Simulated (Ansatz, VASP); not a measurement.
## K in VASP and in Ansatz

File INCAR:

```
PREC = Accurate
ENCUT = 520
EDIFF = 1E-6
ISMEAR = -1
SIGMA = 0.08
LREAL = F
LASPH = T
NELM = 60
ALGO = Normal
ISIF = 2
LWAVE = F
LCHARG = F
NBANDS = 16
```

Contents of KPOINTS:

```
regular mesh
0
Gamma
  9 9 9
```

The input POSCAR:

```
K
1.0
    0.0000000000      4.1673067406      4.1673067406
    4.1673067406      0.0000000000      4.1673067406
    4.1673067406      4.1673067406      0.0000000000
K
2
Direct
   -0.1250000000     -0.1250000000     -0.1250000000
    0.1250000000      0.1250000000      0.1250000000
```

Input for Ansatz:

```yaml
crystal:
  lattice:
    - [0.0, 4.1673067406, 4.1673067406]
    - [4.1673067406, 0.0, 4.1673067406]
    - [4.1673067406, 4.1673067406, 0.0]
  atoms:
    - { symbol: K, position: [-0.125, -0.125, -0.125] }
    - { symbol: K, position: [0.125, 0.125, 0.125] }
kpoints:
  mp_grid: { grid: [9, 9, 9] }
scf:
  occupations: { method: fermi_dirac, width: 0.08 }
hamiltonian:
  xc: lda
  pseudopotentials: { kind: all_electron, lapw: { basis_error: 0.001 } }
output:
  forces: true
  stress: true
  eigenvalues: true
  populations: true
```

Change from the starting cell: volume scaled by 0.76, LAPW.

Alike in both runs: task single point; functional LDA; k mesh 9 × 9 × 9; occupations fermi-dirac, width 0.08 eV; no spin polarisation.

```csv
,VASP,Ansatz
version,VASP 6.6.1,Ansatz 0.2.0
potentials or method,"VASP PAW LDA potentials, release 64 (K_sv), cutoff 520 eV","all-electron LAPW, scalar-relativistic"
```

|  | VASP | Ansatz | Ansatz less VASP |
| --- | --- | --- | --- |
| pressure (GPa) | 0.7 | 0.7 | +0.01 |

LDA's correlation is that of Perdew and Zunger in VASP and of Perdew and Wang (1992) in Ansatz. Ansatz ran all-electron here, and VASP with PAW potentials.
